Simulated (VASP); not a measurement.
Write the native input for VASP 6.6.1 that does the following.

| Item | Value |
| --- | --- |
| Task | single point |
| Functional | PBEsol |
| Potentials or basis | VASP PAW PBE potentials, release 64 (Co, O) |
| Cutoff | 520 eV |
| k mesh | 12 × 12 × 4 |
| Occupations | gaussian, width 0.1 eV |
| Spin | collinear spin, antiferromagnetic start |
| Starting moments | [-2.3, 2.3, 0.18, -0.18] μB |
| Dipole correction | no |
| Further INCAR settings | ALGO = Normal; EDIFF = 1e-06; NBANDS = 27 |

The structure of CoO lies in POSCAR:

```
CoO
1.0
    3.1976457435      0.0000000000      0.0000000000
   -1.5988228718      2.7692424462      0.0000000000
    0.0000000000      0.0000000000      5.2287097100
Co O
2 2
Direct
    0.0000000000      0.0000000000      0.0034741400
    0.3333333333      0.6666666667      0.5033624100
    0.0000000000      0.0000000000      0.3716088500
    0.3333333333      0.6666666667      0.8715556000
```

One way to write it, as run:

INCAR

```
SYSTEM = CoO
PREC = Accurate ; ENCUT = 520
EDIFF = 1E-6 ; ISMEAR = 0
SIGMA = 0.1 ; LREAL = .FALSE.
LASPH = .TRUE. ; NELM = 150
ALGO = Normal ; ISIF = 2
LWAVE = .FALSE. ; LCHARG = .FALSE.
ISPIN = 2 ; MAGMOM = -2.3 2.3 0.18 -0.18
LORBIT = 11 ; LMAXMIX = 4
GGA = PS ; NBANDS = 27
```

KPOINTS

```
Automatic mesh
0
G
  12 12 4
  0 0 0
```

Potentials or basis: VASP PAW PBE potentials, release 64 (Co, O).

Command:

```sh
$ cat potpaw_PBE.64/Co/POTCAR potpaw_PBE.64/O/POTCAR > POTCAR
$ mpirun -np 1 vasp_std > vasp.out
```

Results of the run:

- Pressure: -10.0 GPa
- Largest force: 0.112 eV/Å
- Band gap on the k mesh: zero (filled and empty bands overlap)
- Net moment: 0.00 μB per cell
- Site moments: Co -2.24, +2.24; O +0.16, -0.16 μB
- Valence electrons inside the program's atomic spheres: Co 8.00; O 4.96

Caveat: the cell stands under tension; the PAW data sets were made with another functional, which shifts forces and pressure a little; semilocal functionals often make such compounds metallic where correlation or magnetic order opens a gap, which also shifts bond lengths.

Run time: 81 s on 1 thread of Intel(R) Xeon(R) Platinum 8488C (Sapphire Rapids), with other jobs on the host, peak memory 0.26 GiB.
